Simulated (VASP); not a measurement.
Cr: single point with PBE

Crystal: Cr.

```
Cr
1.0
     0.00000    1.81078    1.81078
     1.81078    0.00000    1.81078
     1.81078    1.81078    0.00000
Cr
1
Direct
  0.00000 0.00000 0.00000
```

This isn't the form of Cr at room conditions, which is bcc.

```yaml
Program: VASP 6.6.1
Task: single point
Functional: PBE
Potentials_or_basis: VASP PAW PBE potentials, release 64 (Cr_pv)
Cutoff: 500 eV
k_mesh: 20 × 20 × 20
Occupations: gaussian, width 0.05 eV
Spin: non-collinear spin, typed start, spin-orbit coupling
Starting_moments: "[[0.0, 0.0, 0.05]] μB"
Dipole_correction: no
Further_INCAR_settings: ALGO = Normal; EDIFF = 1e-06; NBANDS = 23
```

| Quantity | Value |
| --- | --- |
| Pressure | -0.6 GPa |
| Net moment | 0.00 μB per cell |
| Valence electrons inside the program's atomic spheres | Cr 11.01 |

Moments on the atoms (μB; x, y, z):
```
Cr  0.00 0.00 0.00
```

It took 14 min on 1 thread of Oxide Virtual Turin-like Processor (shared host), peak memory 0.43 GiB.
